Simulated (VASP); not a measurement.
A run of VASP 6.6.1:

The input INCAR:

```
ALGO = Normal ; EDIFF = 1E-6
ENCUT = 520 ; GGA = PE
ISIF = 2 ; ISMEAR = -1
LASPH = T ; LCHARG = F
LREAL = F ; LWAVE = F
NBANDS = 26 ; NELM = 80
PREC = Accurate ; SIGMA = 0.1
```

The input KPOINTS:

```
k-points
0
Gamma
  6 6 4
```

File POSCAR:

```
K
1.0
    3.7691643942      0.0000000000      0.0000000000
   -1.8845821971      3.2641921164      0.0000000000
    0.0000000000      0.0000000000     12.0706419584
K
4
Direct
    0.0000000000      0.0000000000      0.0000000000
    0.0000000000      0.0000000000      0.5000000000
    0.3333333333      0.6666666667      0.2500000000
    0.6666666667      0.3333333333      0.7500000000
```

Potentials or basis: VASP PAW PBE potentials, release 64 (K_sv).

The run is started by

```bash
$ cat potpaw_PBE.64/K_sv/POTCAR > POTCAR
$ mpirun -np 1 vasp_std > vasp.out
```

Hardware: 1 thread of AMD EPYC 7R13 Processor (Zen 3) (shared host).

Q: Estimate the wall time of this run.

A: Wall time 64 s on 1 thread of AMD EPYC 7R13 Processor (Zen 3) (shared host), peak memory 0.22 GiB. Counts: scf iterations 13, k points 21.
